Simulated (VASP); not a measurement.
# AlNi in VASP: notebook, part 2 of 2

VASP 6.6.1.

### 5 Single point, PBE (strain +0.050 along x and y, +0.050 along z)

The input, INCAR:

```
SYSTEM = AlNi
  ALGO = Normal
  EDIFF = 1E-7
  ENCUT = 520
  GGA = PE
  ISIF = 2
  ISMEAR = 0
  LASPH = .TRUE.
  LCHARG = .FALSE.
  LREAL = .FALSE.
  LWAVE = .FALSE.
  NBANDS = 14
  NELM = 100
  PREC = Accurate
  SIGMA = 0.15
```

The input, KPOINTS:

```
k-points
0
G
  20 20 20
  0 0 0
```

The input, POSCAR:

```
AlNi
1.0
    3.0377377044      0.0000000000      0.0000000000
    0.0000000000      3.0377377044      0.0000000000
    0.0000000000      0.0000000000      3.0377377044
Al Ni
1 1
Direct
    0.0000000000      0.0000000000      0.0000000000
    0.5000000000      0.5000000000      0.5000000000
```

Potentials or basis: VASP PAW PBE potentials, release 64 (Al, Ni).

Started as:

```console
$ cat potpaw_PBE.64/Al/POTCAR potpaw_PBE.64/Ni/POTCAR > POTCAR
$ mpirun -np 1 vasp_std > vasp.out
```

OUTCAR:

```text
SYSTEM = AlNi
   EDIFF = 1E-7
   ENCUT = 520
   GGA = PE
   ISIF = 2
   ISMEAR = 0
   LASPH = .TRUE.
   LREAL = .FALSE.
   NELM = 100
   PREC = Accurate

 ion  position               nearest neighbor table
   1  0.000  0.000  0.000-   2 2.63   2 2.63   2 2.63   2 2.63   2 2.63   2 2.63   2 2.63   2 2.63

   2  0.500  0.500  0.500-   1 2.63   1 2.63   1 2.63   1 2.63   1 2.63   1 2.63   1 2.63   1 2.63

  LATTYP: Found a simple cubic cell.
 ALAT       =     3.0377377044

  Lattice vectors:

 A1 = (   3.0377377044,   0.0000000000,   0.0000000000)
 A2 = (   0.0000000000,   3.0377377044,   0.0000000000)
 A3 = (   0.0000000000,   0.0000000000,   3.0377377044)

Analysis of symmetry for initial positions (statically):
=====================================================================
 Subroutine PRICEL returns:
 Original cell was already a primitive cell.

 Routine SETGRP: Setting up the symmetry group for a
 simple cubic supercell.

 Subroutine GETGRP returns: Found 48 space group operations
 (whereof 48 operations were pure point group operations)
 out of a pool of 48 trial point group operations.

The static configuration has the point symmetry O_h .

Analysis of symmetry for dynamics (positions and initial velocities):
=====================================================================
 Subroutine PRICEL returns:
 Original cell was already a primitive cell.

 Routine SETGRP: Setting up the symmetry group for a
 simple cubic supercell.

 Subroutine GETGRP returns: Found 48 space group operations
 (whereof 48 operations were pure point group operations)
 out of a pool of 48 trial point group operations.

The dynamic configuration has the point symmetry O_h .

 Subroutine INISYM returns: Found 48 space group operations
 (whereof 48 operations are pure point group operations),
 and found     1 'primitive' translations

----------------------------------------------------------------------------------------

                                     Primitive cell

  volume of cell :      28.0318

  direct lattice vectors                    reciprocal lattice vectors
     3.037737704  0.000000000  0.000000000     0.329192346  0.000000000  0.000000000
     0.000000000  3.037737704  0.000000000     0.000000000  0.329192346  0.000000000
     0.000000000  0.000000000  3.037737704     0.000000000  0.000000000  0.329192346

  length of vectors
     3.037737704  3.037737704  3.037737704     0.329192346  0.329192346  0.329192346

  position of ions in fractional coordinates (direct lattice)
     0.000000000  0.000000000  0.000000000
     0.500000000  0.500000000  0.500000000

  ion indices of the primitive-cell ions
   primitive index   ion index
                 1           1
                 2           2

----------------------------------------------------------------------------------------

 KPOINTS: k-points

Automatic generation of k-mesh.
 Grid dimensions read from file:
 generate k-points for:   20   20   20

 Generating k-lattice:

  Cartesian coordinates                     Fractional coordinates (reciprocal lattice)
     0.016459617  0.000000000  0.000000000     0.050000000  0.000000000  0.000000000
     0.000000000  0.016459617  0.000000000     0.000000000  0.050000000  0.000000000
[... 41 lines left out ...]
   number of dos      NEDOS =    301   number of ions     NIONS =      2
   total plane-waves  NPLWV =  13824
   dimension x,y,z NGX =    24 NGY =   24 NGZ =   24
   dimension x,y,z NGXF=    48 NGYF=   48 NGZF=   48
   ions per type =               1   1
   NGX,Y,Z   is equivalent  to a cutoff of  13.13, 13.13, 13.13 a.u.
   NGXF,Y,Z  is equivalent  to a cutoff of  26.27, 26.27, 26.27 a.u.
 SYSTEM =  AlNi
   PREC   = accura    normal or accurate (medium, high low for compatibility)
   ISTART =      0    job   : 0-new  1-cont  2-samecut
   ICHARG =      2    charge: 1-file 2-atom 10-const
   ISPIN  =      1    spin polarized calculation?
   LNONCOLLINEAR =      F non collinear calculations
   LSORBIT =      F    spin-orbit coupling
   LASPH  =      T    aspherical Exc in radial PAW
   ENCUT  =  520.0 eV  38.22 Ry    6.18 a.u.   5.65  5.65  5.65*2*pi/ulx,y,z
   NELM   =    100;   NELMIN=  2; NELMDL= -5     # of ELM steps
   EDIFF  = 0.1E-06   stopping-criterion for ELM
   LREAL  =      F    real-space projection
   EDIFFG = 0.1E-05   stopping-criterion for IOM
   NSW    =      0    number of steps for IOM
   IBRION =     -1    ionic relax: 0-MD 1-quasi-New 2-CG
   NFREE  =      0    steps in history (QN), initial steepest desc. (CG)
   ISIF   =      2    stress and relaxation
   ISYM   =      2    0-nonsym 1-usesym 2-fastsym
   POTIM  = 0.5000    time-step for ionic-motion
   TEBEG  =    0.0;   TEEND  =   0.0 temperature during run
   PSTRESS=    0.0 pullay stress
   NELECT =      13.0000    total number of electrons
   NUPDOWN=      -1.0000    fix difference up-down
   EMIN   =  10.00;   EMAX   =-10.00  energy-range for DOS
   EFERMI =   0.00;   METHOD = LEGACY
   ISMEAR =     0;   SIGMA  =   0.15  broadening in eV -4-tet -1-fermi 0-gaus
   EFERMI_NEDOS =   21; number of points for ismear=-14 and -15
   IALGO  =     38    algorithm
   IMIX   =      4    mixing-type and parameters
     AMIX     =   0.40;   BMIX     =  1.00
     AMIX_MAG =   1.60;   BMIX_MAG =  1.00
  volume/ion in A,a.u.               =      14.02        94.58
  Fermi-wavevector in a.u.,A,eV,Ry     =   1.267182  2.394627 21.847560  1.605750
  Thomas-Fermi vector in A             =   2.400344
   LORBIT       =      0    0 simple, 1 ext, 2 COOP (PROOUT), +10 PAW based schemes
   GGA     = PE    functional components
   LHFCALC =     F    Hartree Fock is set to
   AEXX    =    0.0000 exact exchange contribution
   IVDW    =     0    specifies the selected vdW correction
   LEPSILON=     F    determine dielectric tensor
   LRPA    =     F    only Hartree local field effects (RPA)
 non-spin polarized calculation
 Gauss-broadening in eV      SIGMA  =   0.15
  energy-cutoff  :      520.00
  volume of cell :       28.03
 maximum number of plane-waves:       772
 NGX is ok and might be reduce to    24
   NGX = 11   NGY = 11   NGZ = 11

 number of electron      12.9999996 magnetization

 Free energy of the ion-electron system (eV)
  ---------------------------------------------------
  ext. energy  EPLUGINS =         0.00000000
  ---------------------------------------------------
  free energy    TOTEN  =       -10.31509125 eV

  energy without entropy =      -10.30403737  energy(sigma->0) =      -10.30956431

 E-fermi :   8.0757     XC(G=0): -11.3073

 val. band max:        8.0750061235   @ k =   0.3500   0.2500   0.0500
 cond. band min:       8.0776893404   @ k =   0.3500   0.3000   0.0500
 fundamental gap:      0.0026832169
 Fermi energy:         8.0757163752

 k-point     1 :       0.0000    0.0000    0.0000
  band No.  band energies     occupation
      1      -1.9595      2.00000
      2       5.5311      2.00000
      3       5.5311      2.00000
      4       6.8276      2.00000
      5       6.8276      2.00000
      6       6.8276      2.00000
      7      12.9432      0.00000
      8      12.9432      0.00000
      9      12.9432      0.00000
     10      15.7039      0.00000
     11      15.7039      0.00000
     12      19.1679      0.00000
     13      27.2222      0.00000
     14      27.2222      0.00000
[... 377 lines left out ...]
      1      -1.1442      2.00000
      2       5.3982      2.00000
      3       5.6472      2.00000
      4       6.5263      2.00000
      5       6.6165      2.00000
      6       6.7965      2.00000
      7       9.6506      0.00000
      8      12.2531      0.00000
      9      13.9724      0.00000
     10      16.5472      0.00000
     11      18.9578      0.00000
     12      21.5767      0.00000
     13      22.3793      0.00000
     14      23.2982      0.00000

 [... further k-points ...]

------------------------ aborting loop because EDIFF is reached ----------------------------------------

  FORCE on cell =-STRESS in cart. coord.  units (eV):
  Direction    XX          YY          ZZ          XY          YZ          ZX
  --------------------------------------------------------------------------------------
  -------------------------------------------------------------------------------------
  Total       -2.9370999     -2.9370999     -2.9370999      0.0000000      0.0000000     -0.0000000
  in kB     -167.8720859   -167.8720859   -167.8720859      0.0000000      0.0000000     -0.0000000
  external PRESSURE =    -167.8720859 kB  Pullay stress =       0.0000000 kB

 VOLUME and BASIS-vectors are now :
 -----------------------------------------------------------------------------
  energy-cutoff  :      520.00
  volume of cell :       28.03
      direct lattice vectors                 reciprocal lattice vectors
     3.037737704  0.000000000  0.000000000     0.329192346  0.000000000  0.000000000
     0.000000000  3.037737704  0.000000000     0.000000000  0.329192346  0.000000000
     0.000000000  0.000000000  3.037737704     0.000000000  0.000000000  0.329192346

 POSITION                                       TOTAL-FORCE (eV/Angst)
 -----------------------------------------------------------------------------------
      0.00000      0.00000      0.00000         0.000000      0.000000      0.000000
      1.51887      1.51887      1.51887         0.000000      0.000000      0.000000
 -----------------------------------------------------------------------------------
    total drift:                                0.000000      0.000000     -0.000000

  FREE ENERGIE OF THE ION-ELECTRON SYSTEM (eV)
  ---------------------------------------------------
  free  energy   TOTEN  =       -10.3150912527 eV

  energy  without entropy=      -10.3040373686  energy(sigma->0) =      -10.30956431
```

OSZICAR:

```text
N       E                     dE             d eps       ncg     rms          rms(c)
DAV:   1     0.381998744937E+02    0.38200E+02   -0.52869E+03  8120   0.918E+02
DAV:   2    -0.990331964849E+01   -0.48103E+02   -0.43418E+02  8422   0.171E+02
DAV:   3    -0.115335925058E+02   -0.16303E+01   -0.16117E+01 10380   0.352E+01
DAV:   4    -0.115566146497E+02   -0.23022E-01   -0.23015E-01  9496   0.377E+00
DAV:   5    -0.115573235839E+02   -0.70893E-03   -0.70892E-03 10544   0.732E-01    0.109E+01
DAV:   6    -0.141414790247E+02   -0.25842E+01   -0.50343E+01  9322   0.915E+01    0.173E+01
DAV:   7    -0.103560573507E+02    0.37854E+01   -0.14540E+01  9532   0.554E+01    0.145E+00
DAV:   8    -0.103274561509E+02    0.28601E-01   -0.45811E-01 10262   0.690E+00    0.892E-01
DAV:   9    -0.103155052531E+02    0.11951E-01   -0.47694E-02 10168   0.262E+00    0.196E-01
DAV:  10    -0.103151056454E+02    0.39961E-03   -0.29711E-03 11364   0.675E-01    0.582E-02
DAV:  11    -0.103150923353E+02    0.13310E-04   -0.13471E-04 11552   0.102E-01    0.193E-02
DAV:  12    -0.103150917101E+02    0.62520E-06   -0.47605E-06 10660   0.155E-02    0.491E-03
DAV:  13    -0.103150912537E+02    0.45648E-06   -0.14291E-06 10422   0.965E-03    0.705E-04
DAV:  14    -0.103150912527E+02    0.98112E-09   -0.16580E-08  5414   0.991E-04
   1 F= -.10315091E+02 E0= -.10309564E+02  d E =-.110539E-01
```

It took 2.9 min on 1 thread of Intel Xeon 8259CL, shared host; peak memory 0.23 GiB.

What came out:

- Free energy: -10.3151 eV
- Pressure: -16.8 GPa
- Band gap on the k mesh: zero (an odd number of electrons rules out a gap without spin polarisation)

Levels at points of the mesh, in eV from the Fermi level:
```
           k point  band 5  band 6  band 7  band 8  band 9  band 10
(0.00, 0.00, 0.00)   -1.25   -1.25    4.87    4.87    4.87     7.63
(0.50, 0.00, 0.00)   -1.82   -1.18   -0.56    8.06    9.26     9.26
(0.50, 0.50, 0.00)   -1.66   -1.66   -0.83    1.22    1.76    10.60
(0.50, 0.50, 0.50)   -0.81    2.13    2.13    2.13    2.37     3.80
```

Caveat: the cell differs from its parent crystal (strain +0.050 along x and y, +0.050 along z); the cell stands under tension.

### 6 Single point, PBE (strain -0.050 along x and y, -0.025 along z)

The input, INCAR:

```
SYSTEM = AlNi
  ALGO = Fast
  EDIFF = 1E-6
  ENCUT = 520
  GGA = PE
  ISIF = 2
  ISMEAR = 0
  LASPH = .True.
  LCHARG = .False.
  LREAL = .False.
  LWAVE = .False.
  NBANDS = 14
  NELM = 100
  PREC = Accurate
  SIGMA = 0.15
```

The input, KPOINTS:

```
k-points
0
Gamma
  20 20 20
  0 0 0
```

The input, POSCAR:

```
AlNi
1.0
    2.7484293516      0.0000000000      0.0000000000
    0.0000000000      2.7484293516      0.0000000000
    0.0000000000      0.0000000000      2.8207564398
Al Ni
1 1
Direct
    0.0000000000      0.0000000000      0.0000000000
    0.5000000000      0.5000000000      0.5000000000
```

Potentials or basis: VASP PAW PBE potentials, release 64 (Al, Ni).

Started as:

```console
$ cat potpaw_PBE.64/Al/POTCAR potpaw_PBE.64/Ni/POTCAR > POTCAR
$ mpirun -np 1 vasp_std > vasp.out
```

Wall time 6.4 min (1 thread of Intel Xeon 8259CL, shared host); peak memory 0.32 GiB.

Results (log left out):

```yaml
Free_energy: -10.3224 eV
Pressure: 27.0 GPa
Band_gap_on_the_k_mesh: zero (an odd number of electrons rules out a gap without spin polarisation)
```

Stress tensor (GPa, compression positive):
```
27.79  0.00  0.00
 0.00 27.79  0.00
 0.00  0.00 25.31
```

Levels at points of the mesh, in eV from the Fermi level:
| k point | band 5 | band 6 | band 7 | band 8 | band 9 | band 10 |
| --- | --- | --- | --- | --- | --- | --- |
| (0.00, 0.00, 0.00) | -1.82 | -1.74 | 5.35 | 6.36 | 6.36 | 8.38 |
| (0.50, 0.00, 0.00) | -2.56 | -1.71 | -0.64 | 8.38 | 10.03 | 10.95 |
| (0.50, 0.50, 0.00) | -2.52 | -2.52 | -1.13 | 1.88 | 3.22 | 13.16 |
| (0.00, 0.00, 0.50) | -2.56 | -1.65 | -0.86 | 8.41 | 10.85 | 10.85 |
| (0.50, 0.00, 0.50) | -2.41 | -2.38 | -1.20 | 1.63 | 2.96 | 13.86 |
| (0.50, 0.50, 0.50) | -1.10 | 1.86 | 1.93 | 1.93 | 4.77 | 4.87 |

Caveat: the cell differs from its parent crystal (strain -0.050 along x and y, -0.025 along z); the cell stands under pressure.

### 7 Overview

| cell | gap on the mesh (eV) | pressure (GPa) |
| --- | --- | --- |
| a = 2.748 Å, 2 atoms | none | 34.1 |
| a = 2.821 Å, 2 atoms | none | 14.3 |
| a = 2.965 Å, 2 atoms | none | -10.0 |
| a = 3.038 Å, 2 atoms | none | -16.8 |
| a = 2.748, b = 2.748, c = 2.821 Å, 2 atoms | none | 27.0 |

Alike in all rows: task single point; level PBE; potentials or basis VASP PAW PBE potentials, release 64 (Al, Ni); no spin polarisation; k mesh 20 × 20 × 20; cutoff (eV) 520; smearing gaussian 0.15 eV.

Caveats: the cell stands under pressure (at least some runs); the cell stands under tension (at least some runs).

Absolute energies hang on the potentials; compare differences alone.
